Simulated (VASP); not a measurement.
Input of a VASP 6.6.1 run:

The input INCAR:

```
ALGO = Normal
EDIFF = 1E-6
ENCUT = 520
GGA = PE
ISIF = 2
ISMEAR = 0
LASPH = True
LCHARG = False
LREAL = False
LWAVE = False
NBANDS = 28
NELM = 60
PREC = Accurate
SIGMA = 0.02
```

KPOINTS

```
k-points
0
Gamma
  8 8 8
```

File POSCAR:

```
SrTiO3
1.0
    3.8966397416      0.0000000000      0.0000000000
    0.0000000000      3.8966397416      0.0000000000
    0.0000000000      0.0000000000      3.8966397416
Sr Ti O
1 1 3
Direct
    0.5000000000      0.5000000000      0.5000000000
    0.0000000000      0.0000000000      0.0000000000
    0.5000000000      0.0000000000      0.0000000000
    0.0000000000      0.5000000000      0.0000000000
    0.0000000000      0.0000000000      0.5000000000
```

Potentials or basis: VASP PAW PBE potentials, release 64 (Sr_sv, Ti_sv, O).

The run is started by

```console
$ cat potpaw_PBE.64/Sr_sv/POTCAR potpaw_PBE.64/Ti_sv/POTCAR potpaw_PBE.64/O/POTCAR > POTCAR
$ mpirun -np 1 vasp_std > vasp.out
```

Task: Estimate the band gap on the k mesh.

Result: 1.87 eV, indirect (least direct gap 2.22 eV).

Task: Estimate the pressure.

Result: 6.2 GPa.

 A k mesh can miss the band edges.
